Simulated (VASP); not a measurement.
# CoSi2 (Fm-3m) in VASP: single point with LDA

Aim: the single point of CoSi2 with LDA.

Everything below comes from runs of VASP 6.6.1. Logs are shortened: lines on timing, memory, paths and dates and some standing lists are left out, and cuts for length are marked.

**1. The cell of the first run**

It takes space group Fm-3m (No. 225, cubic). Conventional cell: a = 5.274 Å, b = 5.274 Å, c = 5.274 Å, α = 90.00°, β = 90.00°, γ = 90.00°. Co (site symmetry m-3m) has 8 Si at 2.28 Å within 3.0 Å. Within 3.0 Å of Si (site symmetry -43m) lie 4 Co at 2.28 Å and 6 Si at 2.64 Å.

**2. Single point, LDA**

INCAR

```
SYSTEM = CoSi2
  PREC = Accurate
  ENCUT = 520
  EDIFF = 1E-6
  ISMEAR = 1
  SIGMA = 0.1
  LREAL = .FALSE.
  LASPH = .TRUE.
  NELM = 60
  ALGO = Normal
  ISIF = 2
  LWAVE = .FALSE.
  LCHARG = .TRUE.
  GGA = CA
  LELF = .TRUE.
  LVHAR = .TRUE.
  NBANDS = 46
```

KPOINTS

```
regular mesh
0
G
  10 10 10
  0 0 0
```

POSCAR

```
CoSi2
1.0
    5.2736444290      0.0000000000      0.0000000000
    0.0000000000      5.2736444290      0.0000000000
    0.0000000000      0.0000000000      5.2736444290
Co Si
4 8
Direct
    0.0000000000      0.0000000000      0.0000000000
    0.0000000000      0.5000000000      0.5000000000
    0.5000000000      0.0000000000      0.5000000000
    0.5000000000      0.5000000000      0.0000000000
    0.2500000000      0.2500000000      0.2500000000
    0.7500000000      0.7500000000      0.7500000000
    0.2500000000      0.7500000000      0.7500000000
    0.7500000000      0.2500000000      0.2500000000
    0.7500000000      0.2500000000      0.7500000000
    0.2500000000      0.7500000000      0.2500000000
    0.7500000000      0.7500000000      0.2500000000
    0.2500000000      0.2500000000      0.7500000000
```

Potentials or basis: VASP PAW LDA potentials, release 64 (Co, Si).

Command:

```bash
> cat potpaw_LDA.64/Co/POTCAR potpaw_LDA.64/Si/POTCAR > POTCAR
> mpirun -np 1 vasp_std > vasp.out
```

OUTCAR:

```text
SYSTEM = CoSi2
   PREC = Accurate
   ENCUT = 520
   EDIFF = 1E-6
   ISMEAR = 1
   LREAL = .FALSE.
   LASPH = .TRUE.
   NELM = 60
   ISIF = 2
   GGA = CA

 ion  position               nearest neighbor table
   1  0.000  0.000  0.000-   5 2.28   6 2.28   7 2.28   8 2.28   9 2.28  10 2.28  11 2.28  12 2.28

   2  0.000  0.500  0.500-   5 2.28   6 2.28   7 2.28   8 2.28   9 2.28  10 2.28  11 2.28  12 2.28

   3  0.500  0.000  0.500-   5 2.28   6 2.28   7 2.28   8 2.28   9 2.28  10 2.28  11 2.28  12 2.28

   4  0.500  0.500  0.000-   5 2.28   6 2.28   7 2.28   8 2.28   9 2.28  10 2.28  11 2.28  12 2.28

   5  0.250  0.250  0.250-   1 2.28   2 2.28   3 2.28   4 2.28   8 2.64  10 2.64  12 2.64  12 2.64
                            10 2.64   8 2.64
   6  0.750  0.750  0.750-   1 2.28   2 2.28   3 2.28   4 2.28   7 2.64   9 2.64  11 2.64  11 2.64
                             9 2.64   7 2.64
   7  0.250  0.750  0.750-   1 2.28   2 2.28   3 2.28   4 2.28   6 2.64  10 2.64  12 2.64  10 2.64
                            12 2.64   6 2.64
   8  0.750  0.250  0.250-   1 2.28   2 2.28   3 2.28   4 2.28   5 2.64   9 2.64  11 2.64   9 2.64
                            11 2.64   5 2.64
   9  0.750  0.250  0.750-   1 2.28   2 2.28   3 2.28   4 2.28   6 2.64   8 2.64  12 2.64   8 2.64
                             6 2.64  12 2.64
  10  0.250  0.750  0.250-   1 2.28   2 2.28   3 2.28   4 2.28   5 2.64   7 2.64  11 2.64   7 2.64
                             5 2.64  11 2.64
  11  0.750  0.750  0.250-   1 2.28   2 2.28   3 2.28   4 2.28   6 2.64   8 2.64  10 2.64   6 2.64
                             8 2.64  10 2.64
  12  0.250  0.250  0.750-   1 2.28   2 2.28   3 2.28   4 2.28   5 2.64   7 2.64   9 2.64   5 2.64
                             7 2.64   9 2.64

  LATTYP: Found a simple cubic cell.
 ALAT       =     5.2736444290

  Lattice vectors:

 A1 = (   5.2736444290,   0.0000000000,   0.0000000000)
 A2 = (   0.0000000000,   5.2736444290,   0.0000000000)
 A3 = (   0.0000000000,   0.0000000000,   5.2736444290)

Analysis of symmetry for initial positions (statically):
=====================================================================
 Subroutine PRICEL returns following result:

  LATTYP: Found a face centered cubic cell.
 ALAT       =     5.2736444290

  Lattice vectors:

 A1 = (   2.6368222145,  -2.6368222145,   0.0000000000)
 A2 = (   2.6368222145,   0.0000000000,   2.6368222145)
 A3 = (   0.0000000000,  -2.6368222145,   2.6368222145)

   4 primitive cells build up your supercell.

 Routine SETGRP: Setting up the symmetry group for a
 simple cubic supercell.

 Subroutine GETGRP returns: Found 48 space group operations
 (whereof 48 operations were pure point group operations)
 out of a pool of 48 trial point group operations.

The static configuration has the point symmetry O_h .

Analysis of symmetry for dynamics (positions and initial velocities):
=====================================================================
 Subroutine PRICEL returns following result:

  LATTYP: Found a face centered cubic cell.
 ALAT       =     5.2736444290

  Lattice vectors:

 A1 = (   2.6368222145,  -2.6368222145,   0.0000000000)
 A2 = (   2.6368222145,   0.0000000000,   2.6368222145)
 A3 = (   0.0000000000,  -2.6368222145,   2.6368222145)

   4 primitive cells build up your supercell.

 Routine SETGRP: Setting up the symmetry group for a
 simple cubic supercell.

 Subroutine GETGRP returns: Found 48 space group operations
 (whereof 48 operations were pure point group operations)
 out of a pool of 48 trial point group operations.

The dynamic configuration has the point symmetry O_h .

 Subroutine INISYM returns: Found 48 space group operations
 (whereof 48 operations are pure point group operations),
 and found     4 'primitive' translations

----------------------------------------------------------------------------------------

                                     Primitive cell

  volume of cell :      36.6668

  direct lattice vectors                    reciprocal lattice vectors
     2.636822215 -2.636822215  0.000000000     0.189622189 -0.189622189 -0.189622189
     2.636822215  0.000000000  2.636822214     0.189622189  0.189622189  0.189622189
     0.000000000 -2.636822215  2.636822215    -0.189622189 -0.189622189  0.189622189

  length of vectors
     3.729029737  3.729029737  3.729029737     0.328435265  0.328435265  0.328435265

  position of ions in fractional coordinates (direct lattice)
     0.000000000  0.000000000  0.000000000
     0.750000000  0.750000000  0.750000000
     0.250000000  0.250000000  0.250000000

  ion indices of the primitive-cell ions
   primitive index   ion index
                 1           1
                 2           5
                 3           6

----------------------------------------------------------------------------------------

 KPOINTS: regular mesh

Automatic generation of k-mesh.
 Grid dimensions read from file:
 generate k-points for:   10   10   10

 Generating k-lattice:

  Cartesian coordinates                     Fractional coordinates (reciprocal lattice)
     0.018962219  0.000000000  0.000000000     0.100000000  0.000000000  0.000000000
     0.000000000  0.018962219  0.000000000     0.000000000  0.100000000  0.000000000
     0.000000000  0.000000000  0.018962219     0.000000000  0.000000000  0.100000000

  Length of vectors
     0.018962219  0.018962219  0.018962219

  Shift w.r.t. Gamma in fractional coordinates (k-lattice)
     0.000000000  0.000000000  0.000000000

 Subroutine IBZKPT returns following result:
 ===========================================

 Found     56 irreducible k-points:

 Following reciprocal coordinates:
            Coordinates               Weight
  0.000000  0.000000  0.000000      1.000000
  0.100000  0.000000  0.000000      6.000000
  0.200000  0.000000  0.000000      6.000000
  0.300000  0.000000  0.000000      6.000000
  0.400000  0.000000  0.000000      6.000000
  0.500000  0.000000  0.000000      3.000000
[... 16 lines left out ...]
  0.200000  0.100000  0.100000     24.000000
  0.300000  0.100000  0.100000     24.000000
 [... further k-points ...]
   k-points           NKPTS =     56   k-points in BZ     NKDIM =     56   number of bands    NBANDS=     46
   number of dos      NEDOS =    301   number of ions     NIONS =     12
   total plane-waves  NPLWV =  64000
   dimension x,y,z NGX =    40 NGY =   40 NGZ =   40
   dimension x,y,z NGXF=    80 NGYF=   80 NGZF=   80
   ions per type =               4   8
   NGX,Y,Z   is equivalent  to a cutoff of  12.61, 12.61, 12.61 a.u.
   NGXF,Y,Z  is equivalent  to a cutoff of  25.22, 25.22, 25.22 a.u.
 SYSTEM =  CoSi2
   PREC   = accura    normal or accurate (medium, high low for compatibility)
   ISTART =      0    job   : 0-new  1-cont  2-samecut
   ICHARG =      2    charge: 1-file 2-atom 10-const
   ISPIN  =      1    spin polarized calculation?
   LNONCOLLINEAR =      F non collinear calculations
   LSORBIT =      F    spin-orbit coupling
   LASPH  =      T    aspherical Exc in radial PAW
   ENCUT  =  520.0 eV  38.22 Ry    6.18 a.u.   9.81  9.81  9.81*2*pi/ulx,y,z
   NELM   =     60;   NELMIN=  2; NELMDL= -5     # of ELM steps
   EDIFF  = 0.1E-05   stopping-criterion for ELM
   LREAL  =      F    real-space projection
   EDIFFG = 0.1E-04   stopping-criterion for IOM
   NSW    =      0    number of steps for IOM
   IBRION =     -1    ionic relax: 0-MD 1-quasi-New 2-CG
   NFREE  =      0    steps in history (QN), initial steepest desc. (CG)
   ISIF   =      2    stress and relaxation
   ISYM   =      2    0-nonsym 1-usesym 2-fastsym
   POTIM  = 0.5000    time-step for ionic-motion
   TEBEG  =    0.0;   TEEND  =   0.0 temperature during run
   PSTRESS=    0.0 pullay stress
   NELECT =      68.0000    total number of electrons
   NUPDOWN=      -1.0000    fix difference up-down
   EMIN   =  10.00;   EMAX   =-10.00  energy-range for DOS
   EFERMI =   0.00;   METHOD = LEGACY
   ISMEAR =     1;   SIGMA  =   0.10  broadening in eV -4-tet -1-fermi 0-gaus
   EFERMI_NEDOS =   21; number of points for ismear=-14 and -15
   IALGO  =     38    algorithm
   IMIX   =      4    mixing-type and parameters
     AMIX     =   0.40;   BMIX     =  1.00
     AMIX_MAG =   1.60;   BMIX_MAG =  1.00
  volume/ion in A,a.u.               =      12.22        82.48
  Fermi-wavevector in a.u.,A,eV,Ry     =   1.267069  2.394413 21.843664  1.605464
  Thomas-Fermi vector in A             =   2.400237
   LORBIT       =      0    0 simple, 1 ext, 2 COOP (PROOUT), +10 PAW based schemes
   GGA     = CA    functional components
   LHFCALC =     F    Hartree Fock is set to
   AEXX    =    0.0000 exact exchange contribution
   IVDW    =     0    specifies the selected vdW correction
   LEPSILON=     F    determine dielectric tensor
   LRPA    =     F    only Hartree local field effects (RPA)
 non-spin polarized calculation
 Methfessel and Paxton  Order N= 1 SIGMA  =   0.10
  energy-cutoff  :      520.00
  volume of cell :      146.67
 maximum number of plane-waves:      3975
 NGX is ok and might be reduce to    40
   NGX = 19   NGY = 19   NGZ = 19

 number of electron      67.9999963 magnetization

 Free energy of the ion-electron system (eV)
  ---------------------------------------------------
  ext. energy  EPLUGINS =         0.00000000
  ---------------------------------------------------
  free energy    TOTEN  =       -87.71757233 eV

  energy without entropy =      -87.71757052  energy(sigma->0) =      -87.71757173

 E-fermi :  10.6271     XC(G=0): -12.1218

 val. band max:       10.6188497962   @ k =   0.4000   0.4000   0.1000
 cond. band min:      10.6278339638   @ k =   0.4000   0.3000   0.0000
 fundamental gap:      0.0089841676
 Fermi energy:        10.6270933539

 k-point     1 :       0.0000    0.0000    0.0000
  band No.  band energies     occupation
      1      -2.7964      2.00000
      2       1.4626      2.00000
      3       1.4626      2.00000
      4       1.4626      2.00000
      5       3.1876      2.00000
      6       3.1876      2.00000
[... 38 lines left out ...]
     45      14.2381      0.00000
     46      14.2381      0.00000

 k-point     2 :       0.1000    0.0000    0.0000
  band No.  band energies     occupation
      1      -2.7440      2.00000
      2       1.0758      2.00000
      3       1.5018      2.00000
      4       1.5018      2.00000
      5       3.2377      2.00000
      6       3.2377      2.00000
[... 38 lines left out ...]
     45      15.1778      0.00000
     46      15.1778      0.00000

 k-point     3 :       0.2000    0.0000    0.0000
  band No.  band energies     occupation
      1      -2.5872      2.00000
      2       0.3809      2.00000
      3       1.6189      2.00000
      4       1.6189      2.00000
      5       3.3876      2.00000
      6       3.3876      2.00000
[... 38 lines left out ...]
     45      15.0702      0.00000
     46      16.2484      0.00000

 k-point     4 :       0.3000    0.0000    0.0000
  band No.  band energies     occupation
      1      -2.3269      2.00000
      2      -0.3176      2.00000
      3       1.8116      2.00000
      4       1.8116      2.00000
      5       3.1980      2.00000
      6       3.1980      2.00000
[... 920 lines left out ...]
     45      15.1355      0.00000
     46      16.0233      0.00000

 k-point    23 :       0.2000    0.1000    0.1000
  band No.  band energies     occupation
      1      -2.4832      2.00000
      2       0.4715      2.00000
      3       1.2860      2.00000
      4       1.2860      2.00000
      5       3.4455      2.00000
      6       3.4455      2.00000
[... 38 lines left out ...]
     45      15.3803      0.00000
     46      15.9056      0.00000

 k-point    24 :       0.3000    0.1000    0.1000
  band No.  band energies     occupation
      1      -2.2238      2.00000
      2      -0.2229      2.00000
      3       1.4926      2.00000
      4       1.4926      2.00000
      5       2.9998      2.00000
      6       2.9998      2.00000
[... 38 lines left out ...]
     45      15.0711      0.00000
     46      16.2427      0.00000

 [... further k-points ...]

------------------------ aborting loop because EDIFF is reached ----------------------------------------

  FORCE on cell =-STRESS in cart. coord.  units (eV):
  Direction    XX          YY          ZZ          XY          YZ          ZX
  --------------------------------------------------------------------------------------
  -------------------------------------------------------------------------------------
  Total        0.2742745      0.2742745      0.2742745     -0.0000000     -0.0000000     -0.0000000
  in kB        2.9961494      2.9961494      2.9961494     -0.0000000     -0.0000000     -0.0000000
  external PRESSURE =       2.9961494 kB  Pullay stress =       0.0000000 kB

 VOLUME and BASIS-vectors are now :
 -----------------------------------------------------------------------------
  energy-cutoff  :      520.00
  volume of cell :      146.67
      direct lattice vectors                 reciprocal lattice vectors
     5.273644429  0.000000000  0.000000000     0.189622189  0.000000000  0.000000000
     0.000000000  5.273644429  0.000000000     0.000000000  0.189622189  0.000000000
     0.000000000  0.000000000  5.273644429     0.000000000  0.000000000  0.189622189

 POSITION                                       TOTAL-FORCE (eV/Angst)
 -----------------------------------------------------------------------------------
      0.00000      0.00000      0.00000         0.000000     -0.000000     -0.000000
      0.00000      2.63682      2.63682         0.000000     -0.000000     -0.000000
      2.63682      0.00000      2.63682        -0.000000      0.000000     -0.000000
      2.63682      2.63682      0.00000         0.000000     -0.000000      0.000000
      1.31841      1.31841      1.31841        -0.000000     -0.000000     -0.000000
      3.95523      3.95523      3.95523        -0.000000      0.000000      0.000000
      1.31841      3.95523      3.95523        -0.000000      0.000000      0.000000
      3.95523      1.31841      1.31841         0.000000     -0.000000     -0.000000
      3.95523      1.31841      3.95523         0.000000      0.000000      0.000000
      1.31841      3.95523      1.31841         0.000000      0.000000      0.000000
      3.95523      3.95523      1.31841        -0.000000      0.000000     -0.000000
      1.31841      1.31841      3.95523        -0.000000      0.000000      0.000000
 -----------------------------------------------------------------------------------
    total drift:                               -0.000000     -0.000000     -0.000000

  FREE ENERGIE OF THE ION-ELECTRON SYSTEM (eV)
  ---------------------------------------------------
  free  energy   TOTEN  =       -87.7175723275 eV

  energy  without entropy=      -87.7175705212  energy(sigma->0) =      -87.71757173
```

Run time: 5.4 min. Hardware: 1 thread of AMD EPYC 7R13 (Zen 3), shared host; peak memory 0.35 GiB.

Results:

* Free energy: -87.7176 eV
* Pressure: 0.3 GPa
* Band gap on the k mesh: zero (bands 34 and 35 overlap by 1.77 eV)

Levels at points of the mesh, in eV from the Fermi level:
| k point | band 31 | band 32 | band 33 | band 34 | band 35 | band 36 | band 37 | band 38 |
| --- | --- | --- | --- | --- | --- | --- | --- | --- |
| (0.00, 0.00, 0.00) | -1.43 | -1.43 | -1.43 | 1.15 | 1.75 | 1.75 | 1.75 | 2.95 |
| (0.50, 0.00, 0.00) | -0.34 | -0.34 | -0.34 | -0.34 | -0.22 | -0.22 | 1.61 | 1.61 |
| (0.50, 0.50, 0.00) | -1.17 | -1.17 | 0.32 | 0.32 | 0.32 | 0.32 | 2.61 | 2.61 |
| (0.50, 0.50, 0.50) | -0.45 | -0.45 | -0.45 | -0.45 | -0.45 | -0.45 | 2.80 | 2.80 |
